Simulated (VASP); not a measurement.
# MnSi (P2_13) in VASP: single point with LDA

Aim: the single point of MnSi with LDA.

Program: VASP 6.6.1. These are calculated values, not measurements. Logs are shortened: lines on timing, memory, paths and dates and some standing lists are left out, and cuts for length are marked.

## 1. The cell of the first run

The structure is cubic, space group P2_13 (No. 198). The conventional cell has a = 4.427 Å, b = 4.427 Å, c = 4.427 Å, α = 90.00°, β = 90.00°, γ = 90.00°. Mn (site symmetry 3) has 7 Si at 2.24 to 2.47 Å and 6 Mn at 2.72 Å within 3.0 Å. Within 3.0 Å of Si (site symmetry 3) lie 7 Mn at 2.24 to 2.47 Å and 6 Si at 2.74 Å.

## 2. Single point, LDA, collinear spin, ferromagnetic start

Input file INCAR:

```
SYSTEM = MnSi
ALGO = Normal
EDIFF = 1E-6
ENCUT = 680
GGA_COMPAT = .False.
ISIF = 2
ISMEAR = -1
ISPIN = 2
LASPH = .True.
LCHARG = .False.
LMAXMIX = 4
LORBIT = 11
LREAL = .False.
LWAVE = .False.
MAGMOM = 4 4 4 4 0 0 0 0
NBANDS = 52
NELM = 200
PREC = Accurate
SIGMA = 0.1
```

Input file KPOINTS:

```
k-points
0
Gamma
  6 6 6
  0 0 0
```

Input file POSCAR:

```
MnSi
1.0
    4.4265309952      0.0000000000      0.0000000000
    0.0000000000      4.4265309952      0.0000000000
    0.0000000000      0.0000000000      4.4265309952
Mn Si
4 4
Direct
    0.1373352389      0.1373352389      0.1373352389
    0.3626647611      0.8626647611      0.6373352389
    0.6373352389      0.3626647611      0.8626647611
    0.8626647611      0.6373352389      0.3626647611
    0.8452699908      0.8452699908      0.8452699908
    0.6547300092      0.1547300092      0.3452699908
    0.3452699908      0.6547300092      0.1547300092
    0.1547300092      0.3452699908      0.6547300092
```

Potentials or basis: VASP PAW LDA potentials, release 64 (Mn_sv, Si).

Launch:

```bash
$ cat potpaw_LDA.64/Mn_sv/POTCAR potpaw_LDA.64/Si/POTCAR > POTCAR
$ mpirun -np 1 vasp_std > vasp.out
```

OUTCAR:

```text
SYSTEM = MnSi
   EDIFF = 1E-6
   ENCUT = 680
   ISIF = 2
   ISMEAR = -1
   ISPIN = 2
   LASPH = .True.
   LORBIT = 11
   LREAL = .False.
   NELM = 200
   PREC = Accurate

 ion  position               nearest neighbor table
   1  0.137  0.137  0.137-   5 2.24   6 2.33   7 2.33   8 2.33   7 2.47   8 2.47   6 2.47   3 2.72
                             4 2.72   2 2.72   2 2.72   4 2.72   3 2.72
   2  0.363  0.863  0.637-   6 2.24   5 2.33   7 2.33   8 2.33   7 2.47   8 2.47   5 2.47   1 2.72
                             1 2.72   3 2.72   3 2.72   4 2.72   4 2.72
   3  0.637  0.363  0.863-   7 2.24   6 2.33   5 2.33   8 2.33   8 2.47   6 2.47   5 2.47   1 2.72
                             4 2.72   2 2.72   2 2.72   4 2.72   1 2.72
   4  0.863  0.637  0.363-   8 2.24   6 2.33   7 2.33   5 2.33   6 2.47   5 2.47   7 2.47   1 2.72
                             3 2.72   2 2.72   1 2.72   2 2.72   3 2.72
   5  0.845  0.845  0.845-   1 2.24   2 2.33   3 2.33   4 2.33   3 2.47   4 2.47   2 2.47   6 2.74
                             7 2.74   8 2.74   6 2.74   8 2.74   7 2.74
   6  0.655  0.155  0.345-   2 2.24   1 2.33   3 2.33   4 2.33   3 2.47   4 2.47   1 2.47   8 2.74
                             5 2.74   5 2.74   7 2.74   7 2.74   8 2.74
   7  0.345  0.655  0.155-   3 2.24   2 2.33   1 2.33   4 2.33   4 2.47   2 2.47   1 2.47   8 2.74
                             5 2.74   8 2.74   6 2.74   6 2.74   5 2.74
   8  0.155  0.345  0.655-   4 2.24   2 2.33   3 2.33   1 2.33   2 2.47   1 2.47   3 2.47   7 2.74
                             5 2.74   7 2.74   5 2.74   6 2.74   6 2.74

  LATTYP: Found a simple cubic cell.
 ALAT       =     4.4265309952

  Lattice vectors:

 A1 = (   4.4265309952,   0.0000000000,   0.0000000000)
 A2 = (   0.0000000000,   4.4265309952,   0.0000000000)
 A3 = (   0.0000000000,   0.0000000000,   4.4265309952)

Analysis of symmetry for initial positions (statically):
=====================================================================
 Subroutine PRICEL returns:
 Original cell was already a primitive cell.

 Routine SETGRP: Setting up the symmetry group for a
 simple cubic supercell.

 Subroutine GETGRP returns: Found 12 space group operations
 (whereof  3 operations were pure point group operations)
 out of a pool of 48 trial point group operations.

The static configuration has the point symmetry C_3 .
 The point group associated with its full space group is T   .

Analysis of symmetry for dynamics (positions and initial velocities):
=====================================================================
 Subroutine PRICEL returns:
 Original cell was already a primitive cell.

 Routine SETGRP: Setting up the symmetry group for a
 simple cubic supercell.

 Subroutine GETGRP returns: Found 12 space group operations
 (whereof  3 operations were pure point group operations)
 out of a pool of 48 trial point group operations.

The dynamic configuration has the point symmetry C_3 .
 The point group associated with its full space group is T   .
[... 178 lines left out ...]
 cond. band min:      13.4610748697   @ k =   0.3333   0.3333   0.3333
 fundamental gap:      0.0015735470
 Fermi energy:        13.4604943238

 spin component 1

 k-point     1 :       0.0000    0.0000    0.0000
  band No.  band energies     occupation
      1     -64.7153      1.00000
      2     -64.6774      1.00000
      3     -64.6774      1.00000
      4     -64.6774      1.00000
      5     -34.0698      1.00000
      6     -34.0698      1.00000
[... 1261 lines left out ...]
     49      19.9211      0.00000
     50      19.9211      0.00000
 Fermi energy:        13.4604943238

 spin component 2

 k-point     1 :       0.0000    0.0000    0.0000
  band No.  band energies     occupation
      1     -64.3599      1.00000
      2     -64.3216      1.00000
      3     -64.3216      1.00000
      4     -64.3216      1.00000
      5     -33.7226      1.00000
      6     -33.7226      1.00000
[... 1261 lines left out ...]
     49      20.0208      0.00000
     50      20.0208      0.00000
 [bands above 50 left out]

------------------------ aborting loop because EDIFF is reached ----------------------------------------

  FORCE on cell =-STRESS in cart. coord.  units (eV):
  Direction    XX          YY          ZZ          XY          YZ          ZX
  --------------------------------------------------------------------------------------
  -------------------------------------------------------------------------------------
  Total       -0.3247762     -0.3247762     -0.3247762     -0.0000000     -0.0000000     -0.0000000
  in kB       -5.9993510     -5.9993510     -5.9993510     -0.0000000     -0.0000000     -0.0000000
  external PRESSURE =      -5.9993510 kB  Pullay stress =       0.0000000 kB

 VOLUME and BASIS-vectors are now :
 -----------------------------------------------------------------------------
  energy-cutoff  :      680.00
  volume of cell :       86.73
      direct lattice vectors                 reciprocal lattice vectors
     4.426530995  0.000000000  0.000000000     0.225910538  0.000000000  0.000000000
     0.000000000  4.426530995  0.000000000     0.000000000  0.225910538  0.000000000
     0.000000000  0.000000000  4.426530995     0.000000000  0.000000000  0.225910538

 POSITION                                       TOTAL-FORCE (eV/Angst)
 -----------------------------------------------------------------------------------
      0.60792      0.60792      0.60792         0.015723      0.015723      0.015723
      1.60535      3.81861      2.82118        -0.015723     -0.015723      0.015723
      2.82118      1.60535      3.81861         0.015723     -0.015723     -0.015723
      3.81861      2.82118      1.60535        -0.015723      0.015723     -0.015723
      3.74161      3.74161      3.74161         0.010315      0.010315      0.010315
      2.89818      0.68492      1.52835        -0.010315     -0.010315      0.010315
      1.52835      2.89818      0.68492         0.010315     -0.010315     -0.010315
      0.68492      1.52835      2.89818        -0.010315      0.010315     -0.010315
 -----------------------------------------------------------------------------------
    total drift:                               -0.000000      0.000000     -0.000000

  FREE ENERGIE OF THE ION-ELECTRON SYSTEM (eV)
  ---------------------------------------------------
  free  energy   TOTEN  =       -69.1788646490 eV

  energy  without entropy=      -68.9094024138  energy(sigma->0) =      -69.04413353

 total charge

# of ion       s       p       d       tot
------------------------------------------
    1        2.207   6.089   4.877  13.173
    2        2.207   6.089   4.877  13.173
    3        2.207   6.089   4.877  13.173
    4        2.207   6.089   4.877  13.173
    5        0.751   0.951   0.000   1.702
    6        0.751   0.951   0.000   1.702
    7        0.751   0.951   0.000   1.702
    8        0.751   0.951   0.000   1.702
--------------------------------------------------
tot         11.834  28.161  19.506  59.501

 magnetization (x)

# of ion       s       p       d       tot
------------------------------------------
    1        0.000   0.001   0.336   0.338
    2        0.000   0.001   0.336   0.338
    3        0.000   0.001   0.336   0.338
    4        0.000   0.001   0.336   0.338
    5       -0.003  -0.009   0.000  -0.012
    6       -0.003  -0.009   0.000  -0.012
    7       -0.003  -0.009   0.000  -0.012
    8       -0.003  -0.009   0.000  -0.012
--------------------------------------------------
tot         -0.012  -0.032   1.346   1.302
```

It took 7.7 min on 1 thread of Intel Xeon Platinum 8488C (Sapphire Rapids), shared host; peak memory 0.35 GiB.

Results:

- Free energy: -69.1789 eV
- Pressure: -0.6 GPa
- Largest force: 0.027 eV/Å
- Net moment: 1.37 μB per cell
- Site moments: Mn +0.34; Si -0.01 μB
- Valence electrons inside the program's atomic spheres: Mn 13.17; Si 1.70

Forces on the atoms (eV/Å):
```
Mn   0.016  0.016  0.016
Mn  -0.016 -0.016  0.016
Mn   0.016 -0.016 -0.016
Mn  -0.016  0.016 -0.016
Si   0.010  0.010  0.010
Si  -0.010 -0.010  0.010
Si   0.010 -0.010 -0.010
Si  -0.010  0.010 -0.010
```

Levels at points of the mesh, in eV from the Fermi level:
Spin up:
```
           k point  band 35  band 36  band 37  band 38  band 39  band 40  band 41  band 42  band 43  band 44
(0.00, 0.00, 0.00)    -1.80     0.06     0.06     0.06     0.21     0.21     1.22     1.22     1.22     3.58
(0.50, 0.00, 0.00)    -0.99    -0.99    -0.14    -0.14     0.34     0.34     0.64     0.64     2.28     2.28
(0.50, 0.50, 0.00)    -1.05    -1.05    -0.75    -0.75    -0.12    -0.12     1.14     1.14     1.74     1.74
(0.50, 0.50, 0.50)    -0.59    -0.59    -0.31    -0.31    -0.31    -0.31     0.96     0.96     0.96     0.96
```
Spin down:
```tsv
k point	band 36	band 37	band 38	band 39	band 40	band 41
(0.00, 0.00, 0.00)	0.36	0.36	0.36	0.59	0.59	1.47
(0.50, 0.00, 0.00)	-0.74	0.20	0.20	0.64	0.64	0.89
(0.50, 0.50, 0.00)	-0.81	-0.52	-0.52	0.22	0.22	1.37
(0.50, 0.50, 0.50)	-0.29	-0.04	-0.04	-0.04	-0.04	1.19
```
